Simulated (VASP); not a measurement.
# SrO (I4/mmm) in VASP: notebook

The runs below take SrO through single point, with LDA.

Program: VASP 6.6.1. These are calculated values, not measurements. Logs are shortened: lines on timing, memory, paths and dates and some standing lists are left out, and cuts for length are marked.

## Step 1: The cell of the first run

Symmetry: I4/mmm, No. 139, tetragonal system. The conventional cell has a = 3.543 Å, b = 3.543 Å, c = 5.140 Å, α = 90.00°, β = 90.00°, γ = 90.00°. Within 3.3 Å of Sr (site symmetry 4/mmm) lie 6 O at 2.51 to 2.57 Å. O (site symmetry 4/mmm) has 6 Sr at 2.51 to 2.57 Å within 3.3 Å.

## Step 2: Single point, LDA (strain -0.025 along x and y, +0.000 along z)

The input, INCAR:

```
ALGO = Normal
EDIFF = 1E-6
ENCUT = 520
ISIF = 2
ISMEAR = 0
LASPH = T
LCHARG = T
LELF = T
LREAL = F
LVHAR = T
LWAVE = F
NBANDS = 15
NELM = 100
PREC = Accurate
SIGMA = 0.05
```

The input, KPOINTS:

```
k-points
0
Gamma
  8 8 8
```

The input, POSCAR:

```
SrO
1.0
    0.0000000000      2.5055550000      2.5698000000
    2.5055550000      0.0000000000      2.5698000000
    2.5055550000      2.5055550000      0.0000000000
Sr O
1 1
Direct
    0.0000000000      0.0000000000      0.0000000000
    0.5000000000      0.5000000000      0.5000000000
```

Potentials or basis: VASP PAW LDA potentials, release 64 (Sr_sv, O).

On the command line:

```console
cat potpaw_LDA.64/Sr_sv/POTCAR potpaw_LDA.64/O/POTCAR > POTCAR
mpirun -np 1 vasp_std > vasp.out
```

OUTCAR:

```text
EDIFF = 1E-6
   ENCUT = 520
   ISIF = 2
   ISMEAR = 0
   LASPH = T
   LREAL = F
   NELM = 100
   PREC = Accurate

 ion  position               nearest neighbor table
   1  0.000  0.000  0.000-   2 2.51   2 2.51   2 2.51   2 2.51   2 2.57   2 2.57
   2  0.500  0.500  0.500-   1 2.51   1 2.51   1 2.51   1 2.51   1 2.57   1 2.57

  LATTYP: Found a body centered tetragonal cell.
 ALAT       =     3.5433898623
 C/A-ratio  =     1.4504754486

  Lattice vectors:

 A1 = (  -2.5055550000,   0.0000000000,   2.5698000000)
 A2 = (   2.5055550000,   0.0000000000,   2.5698000000)
 A3 = (   0.0000000000,   2.5055550000,  -2.5698000000)

Analysis of symmetry for initial positions (statically):
=====================================================================
 Subroutine PRICEL returns:
 Original cell was already a primitive cell.

 Routine SETGRP: Setting up the symmetry group for a
 body centered tetragonal supercell.

 Subroutine GETGRP returns: Found 16 space group operations
 (whereof 16 operations were pure point group operations)
 out of a pool of 16 trial point group operations.

The static configuration has the point symmetry D_4h.

Analysis of symmetry for dynamics (positions and initial velocities):
=====================================================================
 Subroutine PRICEL returns:
 Original cell was already a primitive cell.

 Routine SETGRP: Setting up the symmetry group for a
 body centered tetragonal supercell.

 Subroutine GETGRP returns: Found 16 space group operations
 (whereof 16 operations were pure point group operations)
 out of a pool of 16 trial point group operations.

The dynamic configuration has the point symmetry D_4h.

 Subroutine INISYM returns: Found 16 space group operations
 (whereof 16 operations are pure point group operations),
 and found     1 'primitive' translations

----------------------------------------------------------------------------------------

                                     Primitive cell

  volume of cell :      32.2654

  direct lattice vectors                    reciprocal lattice vectors
     0.000000000  2.505555000  2.569800000    -0.199556585  0.199556585  0.194567671
     2.505555000  0.000000000  2.569800000     0.199556585 -0.199556585  0.194567671
     2.505555000  2.505555000  0.000000000     0.199556585  0.199556585 -0.194567671

  length of vectors
     3.589105445  3.589105445  3.543389862     0.342785997  0.342785997  0.342785997

  position of ions in fractional coordinates (direct lattice)
     0.000000000  0.000000000  0.000000000
     0.500000000  0.500000000  0.500000000

  ion indices of the primitive-cell ions
   primitive index   ion index
                 1           1
                 2           2

----------------------------------------------------------------------------------------

 KPOINTS: k-points

Automatic generation of k-mesh.
 Grid dimensions read from file:
 generate k-points for:    8    8    8

 Generating k-lattice:

  Cartesian coordinates                     Fractional coordinates (reciprocal lattice)
    -0.024944573  0.024944573  0.024320959     0.125000000  0.000000000  0.000000000
     0.024944573 -0.024944573  0.024320959     0.000000000  0.125000000  0.000000000
     0.024944573  0.024944573 -0.024320959     0.000000000  0.000000000  0.125000000

  Length of vectors
     0.042848250  0.042848250  0.042848250

  Shift w.r.t. Gamma in fractional coordinates (k-lattice)
     0.000000000  0.000000000  0.000000000

 Subroutine IBZKPT returns following result:
 ===========================================

 Found     59 irreducible k-points:

 Following reciprocal coordinates:
            Coordinates               Weight
  0.000000  0.000000  0.000000      1.000000
  0.125000  0.000000  0.000000      8.000000
  0.250000  0.000000  0.000000      8.000000
  0.375000 -0.000000  0.000000      8.000000
  0.500000  0.000000  0.000000      4.000000
  0.125000  0.125000  0.000000      2.000000
[... 16 lines left out ...]
  0.250000  0.000000  0.125000     16.000000
  0.375000 -0.000000  0.125000     16.000000
 [... further k-points ...]
   k-points           NKPTS =     59   k-points in BZ     NKDIM =     59   number of bands    NBANDS=     15
   number of dos      NEDOS =    301   number of ions     NIONS =      2
   total plane-waves  NPLWV =  21952
   dimension x,y,z NGX =    28 NGY =   28 NGZ =   28
   dimension x,y,z NGXF=    56 NGYF=   56 NGZF=   56
   ions per type =               1   1
   NGX,Y,Z   is equivalent  to a cutoff of  12.97, 12.97, 13.14 a.u.
   NGXF,Y,Z  is equivalent  to a cutoff of  25.94, 25.94, 26.27 a.u.
 SYSTEM =  unknown system
   PREC   = accura    normal or accurate (medium, high low for compatibility)
   ISTART =      0    job   : 0-new  1-cont  2-samecut
   ICHARG =      2    charge: 1-file 2-atom 10-const
   ISPIN  =      1    spin polarized calculation?
   LNONCOLLINEAR =      F non collinear calculations
   LSORBIT =      F    spin-orbit coupling
   LASPH  =      T    aspherical Exc in radial PAW
   ENCUT  =  520.0 eV  38.22 Ry    6.18 a.u.   6.67  6.67  6.59*2*pi/ulx,y,z
   NELM   =    100;   NELMIN=  2; NELMDL= -5     # of ELM steps
   EDIFF  = 0.1E-05   stopping-criterion for ELM
   LREAL  =      F    real-space projection
   EDIFFG = 0.1E-04   stopping-criterion for IOM
   NSW    =      0    number of steps for IOM
   IBRION =     -1    ionic relax: 0-MD 1-quasi-New 2-CG
   NFREE  =      0    steps in history (QN), initial steepest desc. (CG)
   ISIF   =      2    stress and relaxation
   ISYM   =      2    0-nonsym 1-usesym 2-fastsym
   POTIM  = 0.5000    time-step for ionic-motion
   TEBEG  =    0.0;   TEEND  =   0.0 temperature during run
   PSTRESS=    0.0 pullay stress
   NELECT =      16.0000    total number of electrons
   NUPDOWN=      -1.0000    fix difference up-down
   EMIN   =  10.00;   EMAX   =-10.00  energy-range for DOS
   EFERMI =   0.00;   METHOD = LEGACY
   ISMEAR =     0;   SIGMA  =   0.05  broadening in eV -4-tet -1-fermi 0-gaus
   EFERMI_NEDOS =   21; number of points for ismear=-14 and -15
   IALGO  =     38    algorithm
   IMIX   =      4    mixing-type and parameters
     AMIX     =   0.40;   BMIX     =  1.00
     AMIX_MAG =   1.60;   BMIX_MAG =  1.00
  volume/ion in A,a.u.               =      16.13       108.87
  Fermi-wavevector in a.u.,A,eV,Ry     =   1.295793  2.448694 22.845277  1.679080
  Thomas-Fermi vector in A             =   2.427291
   LORBIT       =      0    0 simple, 1 ext, 2 COOP (PROOUT), +10 PAW based schemes
   GGA     = CA    functional components
   LHFCALC =     F    Hartree Fock is set to
   AEXX    =    0.0000 exact exchange contribution
   IVDW    =     0    specifies the selected vdW correction
   LEPSILON=     F    determine dielectric tensor
   LRPA    =     F    only Hartree local field effects (RPA)
 non-spin polarized calculation
 Gauss-broadening in eV      SIGMA  =   0.05
  energy-cutoff  :      520.00
  volume of cell :       32.27
 maximum number of plane-waves:       889
   NGX = 13   NGY = 13   NGZ = 13

 number of electron      15.9999996 magnetization

 Free energy of the ion-electron system (eV)
  ---------------------------------------------------
  ext. energy  EPLUGINS =         0.00000000
  ---------------------------------------------------
  free energy    TOTEN  =       -13.37784762 eV

  energy without entropy =      -13.37784762  energy(sigma->0) =      -13.37784762

 E-fermi :   1.8934     XC(G=0): -10.7729

 val. band max:        1.6420809616   @ k =   0.0000   0.0000   0.0000
 cond. band min:       4.6307089915   @ k =   0.5000   0.0000   0.5000
 fundamental gap:      2.9886280299
 Fermi energy:         1.8934167930

 k-point     1 :       0.0000    0.0000    0.0000
  band No.  band energies     occupation
      1     -30.3093      2.00000
      2     -13.2232      2.00000
      3     -11.9812      2.00000
      4     -11.9712      2.00000
      5     -11.9712      2.00000
      6       1.5344      2.00000
      7       1.6421      2.00000
      8       1.6421      2.00000
      9       5.7642      0.00000
     10       7.6798      0.00000
     11       7.8890      0.00000
     12       7.8890      0.00000
     13      10.0098      0.00000
     14      10.3449      0.00000
     15      14.2873      0.00000

 k-point     2 :       0.1250    0.0000    0.0000
  band No.  band energies     occupation
      1     -30.2832      2.00000
      2     -13.6377      2.00000
      3     -11.9973      2.00000
      4     -11.9815      2.00000
      5     -11.6188      2.00000
      6       1.1119      2.00000
      7       1.3606      2.00000
      8       1.4128      2.00000
      9       6.4895      0.00000
     10       7.6463      0.00000
     11       8.0989      0.00000
     12       8.2095      0.00000
     13      10.4566      0.00000
     14      10.8028      0.00000
     15      15.3681      0.00000

 k-point     3 :       0.2500    0.0000    0.0000
  band No.  band energies     occupation
      1     -30.2191      2.00000
      2     -14.2917      2.00000
      3     -12.0416      2.00000
      4     -12.0059      2.00000
      5     -11.1088      2.00000
      6       0.2268      2.00000
      7       0.8897      2.00000
      8       0.9221      2.00000
      9       7.6225      0.00000
     10       8.0578      0.00000
     11       9.0104      0.00000
     12       9.0866      0.00000
     13      11.5688      0.00000
     14      11.9318      0.00000
     15      17.5829      0.00000
[... 343 lines left out ...]
 k-point    23 :       0.2500    0.0000    0.1250
  band No.  band energies     occupation
      1     -30.2219      2.00000
      2     -14.1362      2.00000
      3     -12.1120      2.00000
      4     -12.0812      2.00000
      5     -11.1972      2.00000
      6       0.2304      2.00000
      7       1.1462      2.00000
      8       1.2926      2.00000
      9       6.7955      0.00000
     10       7.5384      0.00000
     11       9.2780      0.00000
     12       9.4584      0.00000
     13      10.9987      0.00000
     14      12.1883      0.00000
     15      17.5844      0.00000

 k-point    24 :       0.3750   -0.0000    0.1250
  band No.  band energies     occupation
      1     -30.1572      2.00000
      2     -14.5820      2.00000
      3     -12.1554      2.00000
      4     -12.1190      2.00000
      5     -10.9659      2.00000
      6      -0.1689      2.00000
      7       0.6469      2.00000
      8       0.8541      2.00000
      9       7.1827      0.00000
     10       8.8458      0.00000
     11      10.3288      0.00000
     12      10.4870      0.00000
     13      12.3652      0.00000
     14      13.1600      0.00000
     15      17.9198      0.00000

 [... further k-points ...]

------------------------ aborting loop because EDIFF is reached ----------------------------------------

  FORCE on cell =-STRESS in cart. coord.  units (eV):
  Direction    XX          YY          ZZ          XY          YZ          ZX
  --------------------------------------------------------------------------------------
  -------------------------------------------------------------------------------------
  Total        0.6246136      0.6246136     -0.2201093      0.0000000      0.0000000     -0.0000000
  in kB       31.0159312     31.0159312    -10.9297873      0.0000000      0.0000000     -0.0000000
  external PRESSURE =      17.0340250 kB  Pullay stress =       0.0000000 kB

 VOLUME and BASIS-vectors are now :
 -----------------------------------------------------------------------------
  energy-cutoff  :      520.00
  volume of cell :       32.27
      direct lattice vectors                 reciprocal lattice vectors
     0.000000000  2.505555000  2.569800000    -0.199556585  0.199556585  0.194567671
     2.505555000  0.000000000  2.569800000     0.199556585 -0.199556585  0.194567671
     2.505555000  2.505555000  0.000000000     0.199556585  0.199556585 -0.194567671

 POSITION                                       TOTAL-FORCE (eV/Angst)
 -----------------------------------------------------------------------------------
      0.00000      0.00000      0.00000         0.000000      0.000000      0.000000
      2.50556      2.50556      2.56980        -0.000000     -0.000000      0.000000
 -----------------------------------------------------------------------------------
    total drift:                                0.000000      0.000000      0.000000

  FREE ENERGIE OF THE ION-ELECTRON SYSTEM (eV)
  ---------------------------------------------------
  free  energy   TOTEN  =       -13.3778476214 eV

  energy  without entropy=      -13.3778476214  energy(sigma->0) =      -13.37784762
```

It took 49 s on 1 thread of Intel Xeon 8259CL, shared host; peak memory 0.16 GiB.

Results:

```
Free energy            : -13.3778 eV
Pressure               : 1.7 GPa
Band gap on the k mesh : 2.99 eV, indirect (least direct gap 3.02 eV)
```

Caveat: the cell differs from its parent crystal (strain -0.025 along x and y, +0.000 along z). A k mesh can miss the band edges.

## Step 3: Single point, LDA (strain +0.000 along x and y, -0.025 along z)

The input, INCAR:

```
SYSTEM = SrO
  PREC = Accurate
  ENCUT = 520
  EDIFF = 1E-6
  ISMEAR = 0
  SIGMA = 0.05
  LREAL = .FALSE.
  LASPH = .TRUE.
  NELM = 100
  ALGO = Normal
  ISIF = 2
  LWAVE = .FALSE.
  LCHARG = .TRUE.
  LELF = .TRUE.
  LVHAR = .TRUE.
  NBANDS = 15
```

The input, KPOINTS:

```
Automatic mesh
0
G
  8 8 8
  0 0 0
```

The input, POSCAR:

```
SrO
1.0
    0.0000000000      2.5698000000      2.5055550000
    2.5698000000      0.0000000000      2.5055550000
    2.5698000000      2.5698000000      0.0000000000
Sr O
1 1
Direct
    0.0000000000      0.0000000000      0.0000000000
    0.5000000000      0.5000000000      0.5000000000
```

Potentials or basis: VASP PAW LDA potentials, release 64 (Sr_sv, O).

On the command line:

```console
cat potpaw_LDA.64/Sr_sv/POTCAR potpaw_LDA.64/O/POTCAR > POTCAR
mpirun -np 1 vasp_std > vasp.out
```

It took 48 s on 1 thread of Intel Xeon 8259CL, shared host; peak memory 0.16 GiB.

The run converged. Its results:

| Property | Result |
| --- | --- |
| Free energy | -13.3798 eV |
| Pressure | -1.0 GPa |
| Band gap on the k mesh | 2.94 eV, indirect (least direct gap 3.09 eV) |

Stress tensor (GPa, compression positive):
```
-2.29  0.00  0.00
 0.00 -2.29  0.00
 0.00  0.00  1.68
```

Levels at points of the mesh, in eV from the valence-band top:
| k point | band 5 | band 6 | band 7 | band 8 | band 9 | band 10 | band 11 | band 12 |
| --- | --- | --- | --- | --- | --- | --- | --- | --- |
| (0.00, 0.00, 0.00) | -13.76 | -0.11 | -0.11 | 0.00 | 3.90 | 6.02 | 6.02 | 6.22 |
| (0.50, 0.00, 0.00) | -12.45 | -2.37 | -1.29 | -1.29 | 6.48 | 8.40 | 8.86 | 8.91 |
| (0.50, 0.50, 0.00) | -14.22 | -0.33 | -0.17 | -0.17 | 2.94 | 7.90 | 10.28 | 10.40 |
| (0.50, 0.00, 0.50) | -14.14 | -0.51 | -0.18 | -0.05 | 3.04 | 7.87 | 10.30 | 10.31 |

Caveat: the cell differs from its parent crystal (strain +0.000 along x and y, -0.025 along z). A k mesh can miss the band edges.
